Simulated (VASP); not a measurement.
# BN (F-43m) in VASP: single point with LDA

Aim: the single point of BN with LDA.

Everything below comes from runs of VASP 6.6.1. Logs are shortened: lines on timing, memory, paths and dates and some standing lists are left out, and cuts for length are marked.

### Step 1. The cell of the first run

It takes space group F-43m (No. 216, cubic). The conventional cell has a = 3.581 Å, b = 3.581 Å, c = 3.581 Å, α = 90.00°, β = 90.00°, γ = 90.00°. B (site symmetry -43m) has 4 N at 1.55 Å within 2.1 Å. N (site symmetry -43m) has 4 B at 1.55 Å within 2.1 Å.

### Step 2. Single point, LDA

INCAR

```
ALGO = Normal
EDIFF = 1E-6
ENCUT = 1330
GGA_COMPAT = F
ISIF = 2
ISMEAR = 0
LASPH = T
LCHARG = T
LELF = T
LREAL = F
LVHAR = T
LWAVE = F
NBANDS = 11
NELM = 120
PREC = Accurate
SIGMA = 0.02
```

KPOINTS

```
k-points
0
Gamma
  12 12 12
```

POSCAR

```
BN
1.0
    0.0000000000      1.7902832625      1.7902832625
    1.7902832625      0.0000000000      1.7902832625
    1.7902832625      1.7902832625      0.0000000000
B N
1 1
Direct
    0.0000000000      0.0000000000      0.0000000000
    0.7500000000      0.7500000000      0.7500000000
```

Potentials or basis: VASP PAW LDA potentials, release 64 (B_h, N_h).

On the command line:

```bash
> cat potpaw_LDA.64/B_h/POTCAR potpaw_LDA.64/N_h/POTCAR > POTCAR
> mpirun -np 1 vasp_std > vasp.out
```

OUTCAR:

```text
EDIFF = 1E-6
   ENCUT = 1330
   ISIF = 2
   ISMEAR = 0
   LASPH = T
   LREAL = F
   NELM = 120
   PREC = Accurate

 ion  position               nearest neighbor table
   1  0.000  0.000  0.000-
   2  0.750  0.750  0.750-

  LATTYP: Found a face centered cubic cell.
 ALAT       =     3.5805665250

  Lattice vectors:

 A1 = (   0.0000000000,   1.7902832625,   1.7902832625)
 A2 = (   1.7902832625,   0.0000000000,   1.7902832625)
 A3 = (   1.7902832625,   1.7902832625,   0.0000000000)

Analysis of symmetry for initial positions (statically):
=====================================================================
 Subroutine PRICEL returns:
 Original cell was already a primitive cell.

 Routine SETGRP: Setting up the symmetry group for a
 face centered cubic supercell.

 Subroutine GETGRP returns: Found 24 space group operations
 (whereof 24 operations were pure point group operations)
 out of a pool of 48 trial point group operations.

The static configuration has the point symmetry T_d .

Analysis of symmetry for dynamics (positions and initial velocities):
=====================================================================
 Subroutine PRICEL returns:
 Original cell was already a primitive cell.

 Routine SETGRP: Setting up the symmetry group for a
 face centered cubic supercell.

 Subroutine GETGRP returns: Found 24 space group operations
 (whereof 24 operations were pure point group operations)
 out of a pool of 48 trial point group operations.

The dynamic configuration has the point symmetry T_d .

 Subroutine INISYM returns: Found 24 space group operations
 (whereof 24 operations are pure point group operations),
 and found     1 'primitive' translations

----------------------------------------------------------------------------------------

                                     Primitive cell

  volume of cell :      11.4761

  direct lattice vectors                    reciprocal lattice vectors
     0.000000000  1.790283263  1.790283263    -0.279285413  0.279285413  0.279285413
     1.790283263  0.000000000  1.790283263     0.279285413 -0.279285413  0.279285413
     1.790283263  1.790283263  0.000000000     0.279285413  0.279285413 -0.279285413

  length of vectors
     2.531842870  2.531842870  2.531842870     0.483736525  0.483736525  0.483736525

  position of ions in fractional coordinates (direct lattice)
     0.000000000  0.000000000  0.000000000
     0.750000000  0.750000000  0.750000000

  ion indices of the primitive-cell ions
   primitive index   ion index
                 1           1
                 2           2

----------------------------------------------------------------------------------------

 KPOINTS: k-points

Automatic generation of k-mesh.
 Grid dimensions read from file:
 generate k-points for:   12   12   12

 Generating k-lattice:

  Cartesian coordinates                     Fractional coordinates (reciprocal lattice)
    -0.023273784  0.023273784  0.023273784     0.083333333  0.000000000  0.000000000
     0.023273784 -0.023273784  0.023273784     0.000000000  0.083333333  0.000000000
     0.023273784  0.023273784 -0.023273784     0.000000000  0.000000000  0.083333333

  Length of vectors
     0.040311377  0.040311377  0.040311377

  Shift w.r.t. Gamma in fractional coordinates (k-lattice)
     0.000000000  0.000000000  0.000000000

 Subroutine IBZKPT returns following result:
 ===========================================

 Found     72 irreducible k-points:

 Following reciprocal coordinates:
            Coordinates               Weight
  0.000000  0.000000  0.000000      1.000000
  0.083333  0.000000  0.000000      8.000000
  0.166667  0.000000  0.000000      8.000000
  0.250000  0.000000  0.000000      8.000000
  0.333333  0.000000  0.000000      8.000000
  0.416667  0.000000  0.000000      8.000000
[... 16 lines left out ...]
  0.500000  0.166667  0.000000     24.000000
 -0.416667  0.166667  0.000000     24.000000
 [... further k-points ...]
   k-points           NKPTS =     72   k-points in BZ     NKDIM =     72   number of bands    NBANDS=     11
   number of dos      NEDOS =    301   number of ions     NIONS =      2
   total plane-waves  NPLWV =  27000
   dimension x,y,z NGX =    30 NGY =   30 NGZ =   30
   dimension x,y,z NGXF=    60 NGYF=   60 NGZF=   60
   ions per type =               1   1
   NGX,Y,Z   is equivalent  to a cutoff of  19.70, 19.70, 19.70 a.u.
   NGXF,Y,Z  is equivalent  to a cutoff of  39.40, 39.40, 39.40 a.u.
 SYSTEM =  unknown system
   PREC   = accura    normal or accurate (medium, high low for compatibility)
   ISTART =      0    job   : 0-new  1-cont  2-samecut
   ICHARG =      2    charge: 1-file 2-atom 10-const
   ISPIN  =      1    spin polarized calculation?
   LNONCOLLINEAR =      F non collinear calculations
   LSORBIT =      F    spin-orbit coupling
   LASPH  =      T    aspherical Exc in radial PAW
   ENCUT  = 1330.0 eV  97.75 Ry    9.89 a.u.   7.53  7.53  7.53*2*pi/ulx,y,z
   NELM   =    120;   NELMIN=  2; NELMDL= -5     # of ELM steps
   EDIFF  = 0.1E-05   stopping-criterion for ELM
   LREAL  =      F    real-space projection
   EDIFFG = 0.1E-04   stopping-criterion for IOM
   NSW    =      0    number of steps for IOM
   IBRION =     -1    ionic relax: 0-MD 1-quasi-New 2-CG
   NFREE  =      0    steps in history (QN), initial steepest desc. (CG)
   ISIF   =      2    stress and relaxation
   ISYM   =      2    0-nonsym 1-usesym 2-fastsym
   POTIM  = 0.5000    time-step for ionic-motion
   TEBEG  =    0.0;   TEEND  =   0.0 temperature during run
   PSTRESS=    0.0 pullay stress
   NELECT =       8.0000    total number of electrons
   NUPDOWN=      -1.0000    fix difference up-down
   EMIN   =  10.00;   EMAX   =-10.00  energy-range for DOS
   EFERMI =   0.00;   METHOD = LEGACY
   ISMEAR =     0;   SIGMA  =   0.02  broadening in eV -4-tet -1-fermi 0-gaus
   EFERMI_NEDOS =   21; number of points for ismear=-14 and -15
   IALGO  =     38    algorithm
   IMIX   =      4    mixing-type and parameters
     AMIX     =   0.40;   BMIX     =  1.00
     AMIX_MAG =   1.60;   BMIX_MAG =  1.00
  volume/ion in A,a.u.               =       5.74        38.72
  Fermi-wavevector in a.u.,A,eV,Ry     =   1.451576  2.743081 28.668462  2.107073
  Thomas-Fermi vector in A             =   2.569057
   LORBIT       =      0    0 simple, 1 ext, 2 COOP (PROOUT), +10 PAW based schemes
   GGA     = CA    functional components
   LHFCALC =     F    Hartree Fock is set to
   AEXX    =    0.0000 exact exchange contribution
   IVDW    =     0    specifies the selected vdW correction
   LEPSILON=     F    determine dielectric tensor
   LRPA    =     F    only Hartree local field effects (RPA)
 non-spin polarized calculation
 Gauss-broadening in eV      SIGMA  =   0.02
  energy-cutoff  :     1330.00
  volume of cell :       11.48
 maximum number of plane-waves:      1284
   NGX = 15   NGY = 15   NGZ = 15

 number of electron       8.0000000 magnetization

 Free energy of the ion-electron system (eV)
  ---------------------------------------------------
  ext. energy  EPLUGINS =         0.00000000
  ---------------------------------------------------
  free energy    TOTEN  =       -19.42118703 eV

  energy without entropy =      -19.42118703  energy(sigma->0) =      -19.42118703

 E-fermi :   9.3562     XC(G=0): -13.4081

 val. band max:        9.2551403452   @ k =   0.0000   0.0000   0.0000
 cond. band min:      13.6368017871   @ k =   0.5000   0.5000   0.0000
 fundamental gap:      4.3816614418
 Fermi energy:         9.3561619512

 k-point     1 :       0.0000    0.0000    0.0000
  band No.  band energies     occupation
      1     -11.1438      2.00000
      2       9.2551      2.00000
      3       9.2551      2.00000
      4       9.2551      2.00000
      5      18.0779      0.00000
      6      18.0779      0.00000
      7      18.0779      0.00000
      8      20.1637      0.00000
      9      34.2951      0.00000
     10      37.3843      0.00000
     11      37.3843      0.00000

 k-point     2 :       0.0833    0.0000    0.0000
  band No.  band energies     occupation
      1     -10.9704      2.00000
      2       8.3320      2.00000
      3       9.0670      2.00000
      4       9.0670      2.00000
      5      18.3468      0.00000
      6      18.3612      0.00000
      7      18.3612      0.00000
      8      20.6760      0.00000
      9      33.9703      0.00000
     10      35.0060      0.00000
     11      35.0060      0.00000

 k-point     3 :       0.1667    0.0000    0.0000
  band No.  band energies     occupation
      1     -10.4558      2.00000
      2       6.2008      2.00000
      3       8.6109      2.00000
      4       8.6109      2.00000
      5      18.7813      0.00000
      6      19.0159      0.00000
      7      19.0159      0.00000
      8      21.8976      0.00000
      9      33.2705      0.00000
     10      33.4116      0.00000
     11      33.4116      0.00000

 k-point     4 :       0.2500    0.0000    0.0000
  band No.  band energies     occupation
      1      -9.6214      2.00000
      2       3.6869      2.00000
      3       8.0866      2.00000
      4       8.0866      2.00000
      5      19.1879      0.00000
      6      19.6341      0.00000
      7      19.6341      0.00000
      8      23.1148      0.00000
      9      32.7131      0.00000
     10      33.0012      0.00000
     11      33.0012      0.00000
[... 239 lines left out ...]
 k-point    22 :       0.4167    0.1667    0.0000
  band No.  band energies     occupation
      1      -7.5903      2.00000
      2       0.9196      2.00000
      3       6.0629      2.00000
      4       6.1956      2.00000
      5      17.7933      0.00000
      6      21.9411      0.00000
      7      22.2326      0.00000
      8      23.2081      0.00000
      9      29.7166      0.00000
     10      35.7893      0.00000
     11      37.9189      0.00000

 k-point    23 :       0.5000    0.1667    0.0000
  band No.  band energies     occupation
      1      -6.5525      2.00000
      2      -0.7194      2.00000
      3       5.4596      2.00000
      4       6.2729      2.00000
      5      18.1365      0.00000
      6      21.9287      0.00000
      7      21.9760      0.00000
      8      24.5145      0.00000
      9      30.0700      0.00000
     10      35.9652      0.00000
     11      37.0978      0.00000

 k-point    24 :      -0.4167    0.1667    0.0000
  band No.  band energies     occupation
      1      -6.3477      2.00000
      2      -1.0104      2.00000
      3       5.0429      2.00000
      4       6.5999      2.00000
      5      18.5881      0.00000
      6      21.5710      0.00000
      7      21.7994      0.00000
      8      25.1488      0.00000
      9      30.3528      0.00000
     10      34.7901      0.00000
     11      36.2279      0.00000

 [... further k-points ...]
[... 5 lines left out ...]
  --------------------------------------------------------------------------------------
  -------------------------------------------------------------------------------------
  Total        0.0497655      0.0497655      0.0497655     -0.0000000      0.0000000      0.0000000
  in kB        6.9477469      6.9477469      6.9477469     -0.0000000      0.0000000      0.0000000
  external PRESSURE =       6.9477469 kB  Pullay stress =       0.0000000 kB

 VOLUME and BASIS-vectors are now :
 -----------------------------------------------------------------------------
  energy-cutoff  :     1330.00
  volume of cell :       11.48
      direct lattice vectors                 reciprocal lattice vectors
     0.000000000  1.790283263  1.790283263    -0.279285413  0.279285413  0.279285413
     1.790283263  0.000000000  1.790283263     0.279285413 -0.279285413  0.279285413
     1.790283263  1.790283263  0.000000000     0.279285413  0.279285413 -0.279285413

 POSITION                                       TOTAL-FORCE (eV/Angst)
 -----------------------------------------------------------------------------------
      0.00000      0.00000      0.00000         0.000000      0.000000      0.000000
      2.68542      2.68542      2.68542        -0.000000     -0.000000     -0.000000
 -----------------------------------------------------------------------------------
    total drift:                               -0.000000     -0.000000      0.000000

  FREE ENERGIE OF THE ION-ELECTRON SYSTEM (eV)
  ---------------------------------------------------
  free  energy   TOTEN  =       -19.4211870254 eV

  energy  without entropy=      -19.4211870254  energy(sigma->0) =      -19.42118703
```

Run time: 14 s. Hardware: 1 thread of Intel Xeon 6975P-C (Granite Rapids), shared host; peak memory 0.16 GiB.

What came out:

```yaml
Free_energy: -19.4212 eV
Pressure: 0.7 GPa
Band_gap_on_the_k_mesh: 4.38 eV (least direct gap 8.82 eV)
```

A k mesh can miss the band edges.
